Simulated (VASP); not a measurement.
InP, 2 atoms in the cell. Symmetry: I-4m2, No. 119, tetragonal system. The conventional cell has a = 4.219 Å, b = 4.219 Å, c = 5.841 Å, α = 90.00°, β = 90.00°, γ = 90.00°. Within 3.4 Å of In (site symmetry -4m2) lie 4 P at 2.57 Å. Within 3.4 Å of P (site symmetry -4m2) lie 4 In at 2.57 Å.  This cell differs from its parent crystal: epitaxial xy strain +1.0%.

```yaml
Program: VASP 6.6.1
Task: single point
Functional: r2SCAN
Potentials_or_basis: VASP PAW PBE potentials, release 64 (In_d, P)
Cutoff: 520 eV
k_mesh: 8 × 8 × 8
Occupations: gaussian, width 0.01 eV
Spin: no spin polarisation
Dipole_correction: no
Further_INCAR_settings: ALGO = Normal; EDIFF = 1e-07; NBANDS = 16
```

Potentials or basis: VASP PAW PBE potentials, release 64 (In_d, P).

The run is started by

```console
$ cat potpaw_PBE.64/In_d/POTCAR potpaw_PBE.64/P/POTCAR > POTCAR
$ cp INCAR.step1 INCAR
$ mpirun -np 1 vasp_std > vasp.out
$ cp INCAR.step2 INCAR
$ mpirun -np 1 vasp_std > vasp.out
```

Hardware: 1 thread of Intel(R) Xeon(R) 6975P-C (Granite Rapids), with other jobs on the host.

**Question.** How long does it take, and how much memory?

**Answer.** Run time: 52 s on 1 thread of Intel(R) Xeon(R) 6975P-C (Granite Rapids), with other jobs on the host, peak memory 0.21 GiB. Counts: k points 59.
